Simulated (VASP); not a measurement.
# FeNi3 (Pm-3m) in VASP: further runs

Aim: see how the results for FeNi3 move with the level of theory and the settings. Levels: PBEsol, PBE. Tasks: relaxation of cell and atoms, single point.

All numbers are computed with VASP 6.6.1; they aren't measurements. Logs are shortened: lines on timing, memory, paths and dates and some standing lists are left out, and cuts for length are marked.

## (1) The cell of the first run

It takes space group Pm-3m (No. 221, cubic). Conventional cell: a = 3.545 Å, b = 3.545 Å, c = 3.545 Å, α = 90.00°, β = 90.00°, γ = 90.00°. Within 3.3 Å of Ni (site symmetry 4/mmm) lie 8 Ni at 2.51 Å and 4 Fe at 2.51 Å. Within 3.3 Å of Fe (site symmetry m-3m) lie 12 Ni at 2.51 Å.

## (2) Relaxation of cell and atoms, PBEsol, collinear spin, ferromagnetic start, target pressure 30 GPa, at which the enthalpy is minimised

Contents of INCAR:

```
  PREC = Accurate
  ENCUT = 600
  EDIFF = 1E-6
  ISMEAR = -1
  SIGMA = 0.05
  LREAL = False
  LASPH = True
  NELM = 150
  ALGO = Fast
  ISIF = 3
  LWAVE = False
  LCHARG = False
  ISPIN = 2
  MAGMOM = 1 1 1 3
  LORBIT = 11
  LMAXMIX = 4
  GGA = PS
  IBRION = 2
  NSW = 60
  EDIFFG = -0.01
  PSTRESS = 300.0
```

Contents of KPOINTS:

```
regular mesh
0
Gamma
  8 8 8
```

Contents of POSCAR:

```
FeNi3
1.0
    3.5450000000      0.0000000000      0.0000000000
    0.0000000000      3.5450000000      0.0000000000
    0.0000000000      0.0000000000      3.5450000000
Ni Fe
3 1
Direct
    0.5000000000      0.5000000000      0.0000000000
    0.5000000000      0.0000000000      0.5000000000
    0.0000000000      0.5000000000      0.5000000000
    0.0000000000      0.0000000000      0.0000000000
```

Potentials or basis: VASP PAW PBE potentials, release 64 (Ni, Fe).

Command:

```bash
$ cat potpaw_PBE.64/Ni/POTCAR potpaw_PBE.64/Fe/POTCAR > POTCAR
$ mpirun -np 1 vasp_std > vasp.out
```

OUTCAR:

```text
PREC = Accurate
   ENCUT = 600
   EDIFF = 1E-6
   ISMEAR = -1
   LREAL = False
   LASPH = True
   NELM = 150
   ISIF = 3
   ISPIN = 2
   LORBIT = 11
   GGA = PS
   IBRION = 2
   NSW = 60
   EDIFFG = -0.01
   PSTRESS = 300.0

 ion  position               nearest neighbor table
   1  0.500  0.500  0.000-   2 2.51   3 2.51   4 2.51   2 2.51   3 2.51   2 2.51   4 2.51   2 2.51
                             3 2.51   4 2.51   3 2.51   4 2.51
   2  0.500  0.000  0.500-   1 2.51   3 2.51   4 2.51   1 2.51   4 2.51   1 2.51   3 2.51   1 2.51
                             3 2.51   4 2.51   4 2.51   3 2.51
   3  0.000  0.500  0.500-   1 2.51   2 2.51   4 2.51   1 2.51   4 2.51   2 2.51   4 2.51   4 2.51
                             1 2.51   2 2.51   1 2.51   2 2.51
   4  0.000  0.000  0.000-   1 2.51   2 2.51   3 2.51   2 2.51   3 2.51   1 2.51   3 2.51   3 2.51
                             1 2.51   2 2.51   2 2.51   1 2.51

  LATTYP: Found a simple cubic cell.
 ALAT       =     3.5450000000

  Lattice vectors:

 A1 = (   3.5450000000,   0.0000000000,   0.0000000000)
 A2 = (   0.0000000000,   3.5450000000,   0.0000000000)
 A3 = (   0.0000000000,   0.0000000000,   3.5450000000)

Analysis of symmetry for initial positions (statically):
=====================================================================
 Subroutine PRICEL returns:
 Original cell was already a primitive cell.

 Routine SETGRP: Setting up the symmetry group for a
 simple cubic supercell.

 Subroutine GETGRP returns: Found 48 space group operations
 (whereof 48 operations were pure point group operations)
 out of a pool of 48 trial point group operations.

The static configuration has the point symmetry O_h .

Analysis of symmetry for dynamics (positions and initial velocities):
=====================================================================
 Subroutine PRICEL returns:
 Original cell was already a primitive cell.

 Routine SETGRP: Setting up the symmetry group for a
 simple cubic supercell.

 Subroutine GETGRP returns: Found 48 space group operations
 (whereof 48 operations were pure point group operations)
 out of a pool of 48 trial point group operations.

The dynamic configuration has the point symmetry O_h .

Analysis of structural, dynamic, and magnetic symmetry:
=====================================================================
 Subroutine PRICEL returns:
 Original cell was already a primitive cell.

 Routine SETGRP: Setting up the symmetry group for a
 simple cubic supercell.

 Subroutine GETGRP returns: Found 48 space group operations
 (whereof 48 operations were pure point group operations)
 out of a pool of 48 trial point group operations.

The overall configuration has the point symmetry O_h .

 Subroutine INISYM returns: Found 48 space group operations
 (whereof 48 operations are pure point group operations),
 and found     1 'primitive' translations

----------------------------------------------------------------------------------------

                                     Primitive cell

  volume of cell :      44.5501

  direct lattice vectors                    reciprocal lattice vectors
     3.545000000  0.000000000  0.000000000     0.282087447  0.000000000  0.000000000
     0.000000000  3.545000000  0.000000000     0.000000000  0.282087447  0.000000000
     0.000000000  0.000000000  3.545000000     0.000000000  0.000000000  0.282087447

  length of vectors
     3.545000000  3.545000000  3.545000000     0.282087447  0.282087447  0.282087447

  position of ions in fractional coordinates (direct lattice)
     0.500000000  0.500000000  0.000000000
     0.500000000  0.000000000  0.500000000
     0.000000000  0.500000000  0.500000000
     0.000000000  0.000000000  0.000000000

  ion indices of the primitive-cell ions
   primitive index   ion index
                 1           1
                 2           2
                 3           3
                 4           4

----------------------------------------------------------------------------------------

 KPOINTS: regular mesh

Automatic generation of k-mesh.
 Grid dimensions read from file:
 generate k-points for:    8    8    8

 Generating k-lattice:

  Cartesian coordinates                     Fractional coordinates (reciprocal lattice)
     0.035260931  0.000000000  0.000000000     0.125000000  0.000000000  0.000000000
     0.000000000  0.035260931  0.000000000     0.000000000  0.125000000  0.000000000
     0.000000000  0.000000000  0.035260931     0.000000000  0.000000000  0.125000000

  Length of vectors
     0.035260931  0.035260931  0.035260931

  Shift w.r.t. Gamma in fractional coordinates (k-lattice)
     0.000000000  0.000000000  0.000000000

 Subroutine IBZKPT returns following result:
 ===========================================

 Found     35 irreducible k-points:

 Following reciprocal coordinates:
            Coordinates               Weight
  0.000000  0.000000  0.000000      1.000000
  0.125000  0.000000  0.000000      6.000000
  0.250000  0.000000  0.000000      6.000000
  0.375000  0.000000  0.000000      6.000000
  0.500000  0.000000  0.000000      3.000000
  0.125000  0.125000  0.000000     12.000000
[... 16 lines left out ...]
  0.375000  0.375000  0.125000     24.000000
  0.500000  0.375000  0.125000     24.000000
 [... further k-points ...]
   k-points           NKPTS =     35   k-points in BZ     NKDIM =     35   number of bands    NBANDS=     26
   number of dos      NEDOS =    301   number of ions     NIONS =      4
   total plane-waves  NPLWV =  21952
   dimension x,y,z NGX =    28 NGY =   28 NGZ =   28
   dimension x,y,z NGXF=    56 NGYF=   56 NGZF=   56
   ions per type =               3   1
   NGX,Y,Z   is equivalent  to a cutoff of  13.13, 13.13, 13.13 a.u.
   NGXF,Y,Z  is equivalent  to a cutoff of  26.26, 26.26, 26.26 a.u.
 SYSTEM =  unknown system
   PREC   = accura    normal or accurate (medium, high low for compatibility)
   ISTART =      0    job   : 0-new  1-cont  2-samecut
   ICHARG =      2    charge: 1-file 2-atom 10-const
   ISPIN  =      2    spin polarized calculation?
   LNONCOLLINEAR =      F non collinear calculations
   LSORBIT =      F    spin-orbit coupling
   LASPH  =      T    aspherical Exc in radial PAW
   ENCUT  =  600.0 eV  44.10 Ry    6.64 a.u.   7.08  7.08  7.08*2*pi/ulx,y,z
   NELM   =    150;   NELMIN=  2; NELMDL= -5     # of ELM steps
   EDIFF  = 0.1E-05   stopping-criterion for ELM
   LREAL  =      F    real-space projection
   EDIFFG = -.1E-01   stopping-criterion for IOM
   NSW    =     60    number of steps for IOM
   IBRION =      2    ionic relax: 0-MD 1-quasi-New 2-CG
   NFREE  =      1    steps in history (QN), initial steepest desc. (CG)
   ISIF   =      3    stress and relaxation
   ISYM   =      2    0-nonsym 1-usesym 2-fastsym
   POTIM  = 0.5000    time-step for ionic-motion
   TEBEG  =    0.0;   TEEND  =   0.0 temperature during run
   PSTRESS=  300.0 pullay stress
   NELECT =      38.0000    total number of electrons
   NUPDOWN=      -1.0000    fix difference up-down
   EMIN   =  10.00;   EMAX   =-10.00  energy-range for DOS
   EFERMI =   0.00;   METHOD = LEGACY
   ISMEAR =    -1;   SIGMA  =   0.05  broadening in eV -4-tet -1-fermi 0-gaus
   EFERMI_NEDOS =   21; number of points for ismear=-14 and -15
   IALGO  =     68    algorithm
   IMIX   =      4    mixing-type and parameters
     AMIX     =   0.40;   BMIX     =  1.00
     AMIX_MAG =   1.60;   BMIX_MAG =  1.00
  volume/ion in A,a.u.               =      11.14        75.16
  Fermi-wavevector in a.u.,A,eV,Ry     =   1.552577  2.933945 32.796776  2.410495
  Thomas-Fermi vector in A             =   2.656932
   LORBIT       =     11    0 simple, 1 ext, 2 COOP (PROOUT), +10 PAW based schemes
   GGA     = PS    functional components
   LHFCALC =     F    Hartree Fock is set to
   AEXX    =    0.0000 exact exchange contribution
   IVDW    =     0    specifies the selected vdW correction
   LEPSILON=     F    determine dielectric tensor
   LRPA    =     F    only Hartree local field effects (RPA)
 conjugate gradient relaxation of ions
 spin polarized calculation
 RMM-DIIS sequential band-by-band and
  energy-cutoff  :      600.00
  volume of cell :       44.55
 maximum number of plane-waves:      1503
   NGX = 15   NGY = 15   NGZ = 15

--------------------------------------- Ionic step        1  -------------------------------------------

 number of electron      37.9999985 magnetization       4.8023642

 Free energy of the ion-electron system (eV)
  ---------------------------------------------------
  ext. energy  EPLUGINS =         0.00000000
  ---------------------------------------------------
  free energy    TOTEN  =       -27.58539497 eV

  energy without entropy =      -27.55725080  energy(sigma->0) =      -27.57132289

------------------------ aborting loop because EDIFF is reached ----------------------------------------

  FORCE on cell =-STRESS in cart. coord.  units (eV):
  Direction    XX          YY          ZZ          XY          YZ          ZX
  --------------------------------------------------------------------------------------
  -------------------------------------------------------------------------------------
  Total       -2.6589295     -2.6589295     -2.6589295      0.0000000      0.0000000      0.0000000
  in kB      -95.6243923    -95.6243923    -95.6243923      0.0000000      0.0000000      0.0000000
  external PRESSURE =    -395.6243923 kB  Pullay stress =     300.0000000 kB
[... 69 lines left out ...]
--------------------------------------- Ionic step        3  -------------------------------------------

 number of electron      38.0000019 magnetization      -0.0003536

 number of electron      38.0000019 magnetization       0.0001590

 E-fermi :   9.9243     XC(G=0): -14.1223

 val. band max:        9.9135278309   @ k =   0.5000   0.2500   0.2500
 cond. band min:       9.9260386916   @ k =   0.5000   0.3750   0.2500
 fundamental gap:      0.0125108606
 Fermi energy:         9.9243370969

 spin component 1

 k-point     1 :       0.0000    0.0000    0.0000
  band No.  band energies     occupation
      1       0.2134      1.00000
      2       4.6397      1.00000
      3       4.6397      1.00000
      4       4.7535      1.00000
      5       5.3700      1.00000
      6       5.3700      1.00000
[... 1418 lines left out ...]
  FREE ENERGIE OF THE ION-ELECTRON SYSTEM (eV)
  ---------------------------------------------------
  free  energy   TOTEN  =       -26.7088146050 eV

  energy  without entropy=      -26.6394006836  energy(sigma->0) =      -26.67410764

  enthalpy is  TOTEN    =       -19.3965745407 eV   P V=        7.3122400643

[... ionic steps 4 to 14 ...]

--------------------------------------- Ionic step       15  -------------------------------------------

 number of electron      38.0000029 magnetization       0.0082184

------------------------ aborting loop because EDIFF is reached ----------------------------------------

  FORCE on cell =-STRESS in cart. coord.  units (eV):
  Direction    XX          YY          ZZ          XY          YZ          ZX
  --------------------------------------------------------------------------------------
  -------------------------------------------------------------------------------------
  Total        6.8457690      6.8457690      6.8457690     -0.0000000     -0.0000000      0.0000000
  in kB      294.6111872    294.6111872    294.6111872     -0.0000000     -0.0000000      0.0000000
  external PRESSURE =      -5.3888128 kB  Pullay stress =     300.0000000 kB
[... 67 lines left out ...]
  enthalpy is  TOTEN    =       -19.5009962679 eV   P V=        6.9685459693

--------------------------------------- Ionic step       17  -------------------------------------------

 number of electron      38.0000028 magnetization      -0.0013156

 Free energy of the ion-electron system (eV)
  ---------------------------------------------------
  ext. energy  EPLUGINS =         0.00000000
  ---------------------------------------------------
  free energy    TOTEN  =       -26.46470373 eV

  energy without entropy =      -26.40034074  energy(sigma->0) =      -26.43252224

 E-fermi :  10.6842     XC(G=0): -14.4240

 val. band max:       10.6747248947   @ k =   0.5000   0.2500   0.2500
 cond. band min:      10.6853421698   @ k =   0.5000   0.3750   0.2500
 fundamental gap:      0.0106172751
 Fermi energy:        10.6842055033

 spin component 1

 k-point     1 :       0.0000    0.0000    0.0000
  band No.  band energies     occupation
      1       0.6075      1.00000
      2       5.0206      1.00000
      3       5.0206      1.00000
      4       5.1383      1.00000
      5       5.7931      1.00000
      6       5.7931      1.00000
[... 1418 lines left out ...]
  FREE ENERGIE OF THE ION-ELECTRON SYSTEM (eV)
  ---------------------------------------------------
  free  energy   TOTEN  =       -26.4647037275 eV

  energy  without entropy=      -26.4003407431  energy(sigma->0) =      -26.43252224

  enthalpy is  TOTEN    =       -19.5010376287 eV   P V=        6.9636660988

 reached required accuracy - stopping structural energy minimisation

 total charge

# of ion       s       p       d       tot
------------------------------------------
    1        0.589   0.696   8.408   9.693
    2        0.589   0.696   8.408   9.693
    3        0.589   0.696   8.408   9.693
    4        0.543   0.639   6.429   7.610
--------------------------------------------------
tot          2.310   2.727  31.654  36.691

 magnetization (x)

# of ion       s       p       d       tot
------------------------------------------
    1        0.000   0.000  -0.000  -0.000
    2        0.000   0.000  -0.000  -0.000
    3        0.000   0.000  -0.000  -0.000
    4        0.000  -0.000  -0.001  -0.001
--------------------------------------------------
tot          0.000   0.000  -0.002  -0.002
```

It took 9 min on 1 thread of Intel Xeon Platinum 8488C (Sapphire Rapids), shared host; peak memory 0.23 GiB.

Results:

- Free energy: -26.4647 eV
- Relaxed volume: 9.30 Å³/atom
- Relaxed cell: a = 3.338 Å, b = 3.338 Å, c = 3.338 Å, α = 90.00°, β = 90.00°, γ = 90.00°
- Space group after relaxing (to 0.1 Å): Pm-3m (No. 221)
- Energy change on relaxing (the run minimises the enthalpy): +280.2 meV/atom
- Ionic steps: 17
- Pressure after relaxing: 29.9 GPa
- Band gap on the k mesh: zero (filled and empty bands overlap)
- Net moment: 0.00 μB per cell
- Valence electrons inside the program's atomic spheres: Ni 9.69; Fe 7.61

Step by step:
| step | energy change (eV) | largest force (eV/Å) | pressure (GPa) | volume (Å³) |
| --- | --- | --- | --- | --- |
| 1 | 0.0000 | 0.0000 | -9.56 | 44.55 |
| 2 | 5.9554 | 0.0000 | 193.41 | 29.07 |
| 3 | 0.8766 | 0.0000 | 12.89 | 39.05 |
| 4 | 1.0318 | 0.0000 | 24.28 | 37.71 |
| 5 | 1.1352 | 0.0000 | 30.80 | 37.11 |
| 6 | 1.1090 | 0.0000 | 29.31 | 37.25 |
| 7 | 1.1095 | 0.0000 | 29.25 | 37.25 |
| 8 | 1.1111 | 0.0000 | 29.34 | 37.24 |
| 9 | 1.1111 | 0.0000 | 29.43 | 37.24 |
| 10 | 1.1111 | 0.0000 | 29.32 | 37.24 |
| 11 | 1.1112 | 0.0000 | 29.36 | 37.24 |
| 12 | 1.1114 | 0.0000 | 29.37 | 37.24 |
| 13 | 1.1117 | 0.0000 | 29.38 | 37.24 |
| 14 | 1.1123 | 0.0000 | 29.40 | 37.24 |
| 15 | 1.1134 | 0.0000 | 29.46 | 37.23 |
| 16 | 1.1159 | 0.0000 | 29.67 | 37.22 |
| 17 | 1.1207 | 0.0000 | 29.89 | 37.19 |

Final structure:
```
Ni Fe
1.0
     3.33792    0.00000    0.00000
     0.00000    3.33792    0.00000
     0.00000    0.00000    3.33792
Ni Fe
3 1
Direct
  0.50000 0.50000 0.00000
  0.50000 0.00000 0.50000
  0.00000 0.50000 0.50000
  0.00000 0.00000 0.00000
```

Levels at points of the mesh, in eV from the Fermi level:
Spin up:
| k point | band 16 | band 17 | band 18 | band 19 | band 20 | band 21 | band 22 | band 23 |
| --- | --- | --- | --- | --- | --- | --- | --- | --- |
| (0.00, 0.00, 0.00) | -0.03 | 0.42 | 0.42 | 0.83 | 0.83 | 0.83 | 2.70 | 2.70 |
| (0.50, 0.00, 0.00) | -0.87 | -0.87 | -0.76 | -0.41 | -0.06 | -0.03 | 0.81 | 9.10 |
| (0.50, 0.50, 0.00) | -1.35 | -1.24 | -0.68 | -0.54 | -0.54 | 1.57 | 1.57 | 2.33 |
| (0.50, 0.50, 0.50) | -0.42 | -0.29 | -0.29 | -0.29 | 0.39 | 0.39 | 0.39 | 0.46 |
Spin down:
```csv
k point,band 17,band 18,band 19,band 20,band 21,band 22
"(0.00, 0.00, 0.00)",0.42,0.42,0.83,0.83,0.83,2.70
"(0.50, 0.00, 0.00)",-0.87,-0.76,-0.41,-0.06,-0.03,0.81
"(0.50, 0.50, 0.00)",-1.24,-0.68,-0.54,-0.54,1.57,1.57
"(0.50, 0.50, 0.50)",-0.29,-0.29,-0.29,0.39,0.39,0.39
```

Caveat: the cell is relaxed towards a set pressure, so the run minimises the enthalpy, not the energy; the volume moved by over 15 % at a fixed basis, so the end points are rough; the moments typed at the start vanished in this run; the PAW data sets were made with another functional, which shifts forces and pressure a little.

## (3) Single point, PBEsol, collinear spin, ferromagnetic start

This run uses another cell than the first one, of 10.47 Å³/atom.

Contents of INCAR:

```
  PREC = Accurate
  ENCUT = 690
  EDIFF = 1E-6
  ISMEAR = -1
  SIGMA = 0.05
  LREAL = F
  LASPH = T
  NELM = 200
  ALGO = Normal
  ISIF = 2
  LWAVE = F
  LCHARG = F
  ISPIN = 2
  MAGMOM = 1 1 1 3
  LORBIT = 11
  LMAXMIX = 4
  GGA = PS
  NBANDS = 47
  GGA_COMPAT = F
```

Contents of KPOINTS:

```
Automatic mesh
0
Gamma
  8 8 8
```

Contents of POSCAR:

```
FeNi3
1.0
    3.4726327554      0.0000000000      0.0000000000
    0.0000000000      3.4726327554      0.0000000000
    0.0000000000      0.0000000000      3.4726327554
Ni Fe
3 1
Direct
    0.5000000000      0.5000000000      0.0000000000
    0.5000000000      0.0000000000      0.5000000000
    0.0000000000      0.5000000000      0.5000000000
    0.0000000000      0.0000000000      0.0000000000
```

Potentials or basis: VASP PAW PBE potentials, release 64 (Ni_sv_GW, Fe_sv).

Command:

```bash
$ cat potpaw_PBE.64/Ni_sv_GW/POTCAR potpaw_PBE.64/Fe_sv/POTCAR > POTCAR
$ mpirun -np 1 vasp_std > vasp.out
```

It took 5.3 min on 1 thread of Intel Xeon Platinum 8375C at 2.90GHz (Ice Lake), shared host; peak memory 0.31 GiB.

It converged, with:

```
Free energy                                           : -30.5879 eV
Pressure                                              : 2.0 GPa
Net moment                                            : 4.69 μB per cell
Site moments                                          : Ni +0.67; Fe +2.74 μB
Valence electrons inside the program's atomic spheres : Ni 16.42; Fe 13.70
```

Levels at points of the mesh, in eV from the Fermi level:
Spin up:
```csv
k point,band 34,band 35,band 36,band 37,band 38,band 39,band 40,band 41
"(0.00, 0.00, 0.00)",-0.61,-0.59,-0.59,-0.59,2.15,2.15,2.15,9.33
"(0.50, 0.00, 0.00)",-1.63,-1.37,-1.08,-0.60,-0.59,7.76,7.76,7.78
"(0.50, 0.50, 0.00)",-1.72,-1.59,-1.57,0.83,0.83,0.93,0.96,11.52
"(0.50, 0.50, 0.50)",-0.77,-0.77,-0.77,-0.74,-0.74,-0.74,-0.65,5.81
```
Spin down:
| k point | band 29 | band 30 | band 31 | band 32 | band 33 | band 34 | band 35 | band 36 | band 37 | band 38 |
| --- | --- | --- | --- | --- | --- | --- | --- | --- | --- | --- |
| (0.00, 0.00, 0.00) | 0.00 | 0.29 | 0.29 | 0.29 | 1.04 | 1.04 | 1.37 | 1.37 | 1.37 | 2.23 |
| (0.50, 0.00, 0.00) | -1.07 | -1.07 | -0.95 | -0.43 | -0.18 | -0.18 | 0.29 | 0.46 | 0.61 | 1.34 |
| (0.50, 0.50, 0.00) | -1.33 | -1.33 | -1.33 | -0.88 | -0.77 | 0.14 | 0.14 | 0.32 | 1.50 | 1.50 |
| (0.50, 0.50, 0.50) | -0.73 | -0.63 | -0.63 | -0.63 | 0.05 | 0.05 | 0.05 | 0.86 | 0.86 | 0.86 |

Caveat: the PAW data sets were made with another functional, which shifts forces and pressure a little.

(Continued in part 2 of 3.)
